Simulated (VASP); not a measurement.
Set up this calculation in VASP 6.6.1, as the native input.

```yaml
Task: single point
Functional: LDA
Potentials_or_basis: VASP PAW LDA potentials, release 64 (K_sv, Br)
Cutoff: 520 eV
k_mesh: 6 × 6 × 6
Occupations: gaussian, width 0.05 eV
Spin: no spin polarisation
Dipole_correction: no
Further_INCAR_settings: ALGO = Normal; EDIFF = 1e-06; NBANDS = 15
```

The structure of KBr lies in POSCAR:

```
KBr
1.0
    0.0000000000      3.2925000000      3.2431125000
    3.2925000000      0.0000000000      3.2431125000
    3.2925000000      3.2925000000      0.0000000000
K Br
1 1
Direct
    0.0000000000      0.0000000000      0.0000000000
    0.5000000000      0.5000000000      0.5000000000
```

This cell differs from its parent crystal: strain +0.000 along x and y, -0.015 along z.

One way to write it, as run:

INCAR

```
ALGO = Normal
EDIFF = 1E-6
ENCUT = 520
ISIF = 2
ISMEAR = 0
LASPH = True
LCHARG = False
LREAL = False
LWAVE = False
NBANDS = 15
NELM = 100
PREC = Accurate
SIGMA = 0.05
```

KPOINTS

```
k-points
0
Gamma
  6 6 6
```

Potentials or basis: VASP PAW LDA potentials, release 64 (K_sv, Br).

The run is started by

```sh
$ cat potpaw_LDA.64/K_sv/POTCAR potpaw_LDA.64/Br/POTCAR > POTCAR
$ mpirun -np 1 vasp_std > vasp.out
```

Results of the run:

```json
{"Pressure": "-1.3 GPa", "Band gap on the k mesh": "4.09 eV, direct"}
```

Caveat: the cell differs from its parent crystal (strain +0.000 along x and y, -0.015 along z).

Run time: 35 s on 1 thread of AMD EPYC 7R43 64-Core Processor (Zen 3), with other jobs on the host, peak memory 0.15 GiB.
